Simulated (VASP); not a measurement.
A run of VASP 6.6.1:

The input INCAR:

```
SYSTEM = TaN
  PREC = Accurate
  ENCUT = 520
  EDIFF = 1E-6
  ISMEAR = 0
  SIGMA = 0.05
  LREAL = .False.
  LASPH = .True.
  NELM = 150
  ALGO = Normal
  ISIF = 2
  LWAVE = .False.
  LCHARG = .False.
  ISPIN = 2
  MAGMOM = 2 2 2 0 0 0
  LORBIT = 11
  LMAXMIX = 4
  LDAU = .True.
  LDAUTYPE = 2
  LDAUL = 2 -1
  LDAUU = 8 0
  LDAUJ = 0 0
  LDAUPRINT = 1
  NBANDS = 37
```

Contents of KPOINTS:

```
regular mesh
0
Gamma
  4 4 7
  0 0 0
```

File POSCAR:

```
TaN
1.0
    5.1850002000      0.0000000000      0.0000000000
   -2.5925001000      4.4903418900      0.0000000000
    0.0000000000      0.0000000000      2.9080005300
Ta N
3 3
Direct
    0.0000000000      0.0000000000      0.0000000000
    0.3333333333      0.6666666667      0.5000000000
    0.6666666667      0.3333333333      0.5000000000
    0.5000000000      0.0000000000      0.0000000000
    0.5000000000      0.5000000000      0.0000000000
    0.0000000000      0.5000000000      0.0000000000
```

Potentials or basis: VASP PAW LDA potentials, release 64 (Ta_pv, N).

Command:

```bash
$ cat potpaw_LDA.64/Ta_pv/POTCAR potpaw_LDA.64/N/POTCAR > POTCAR
$ mpirun -np 1 vasp_std > vasp.out
```

Hardware: 1 thread of AMD EPYC 7571, with other jobs on the host.

Q: Estimate the wall time of this run.

A: Wall time 2.4 min on 1 thread of AMD EPYC 7571, on a shared host, peak memory 0.18 GiB. Counts: scf iterations 16, k points 16.
